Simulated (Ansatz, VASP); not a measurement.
# Two plane-wave programs on CuO

```
Cu O
1.0
     2.07061   -2.23969    0.00000
     2.07061    2.23969    0.00000
     0.00000    0.00000    5.15593
Cu O
2 2
Direct
  0.50000 0.00000 0.00000
  0.00000 0.50000 0.50000
  0.50000 0.50000 0.25000
  0.50000 0.50000 0.75000
```

Alike in both runs: functional PBE; k mesh 7 × 7 × 5; occupations fermi-dirac, width 0.05 eV; no spin polarisation.

|  | VASP | Ansatz |
| --- | --- | --- |
| version | VASP 6.6.1 | Ansatz 0.2.0 |
| potentials or method | VASP PAW PBE potentials, release 64 (Cu_sv_GW, O) | Ansatz PAW |
| plane-wave cutoff (eV) | 820 | 420 |
| valence electrons in the cell | 50 | 50 |
| task | single point | band structure |

VASP gave:

```
gap on the k mesh at the Fermi level (eV)                     : none
pressure (GPa)                                                : -8.4
traceless stress, the component that is largest in VASP (GPa) : -1.54
```

Problem. Which values does Ansatz return?

Solution. gap on the k mesh at the Fermi level (eV): none; pressure (GPa): -7.7; traceless stress, the component that is largest in VASP (GPa): -1.54.

A gap of «none» marks a metal or a gap that the smearing closes. With one functional, cell and mesh, what is left measures potentials, basis and numerics.
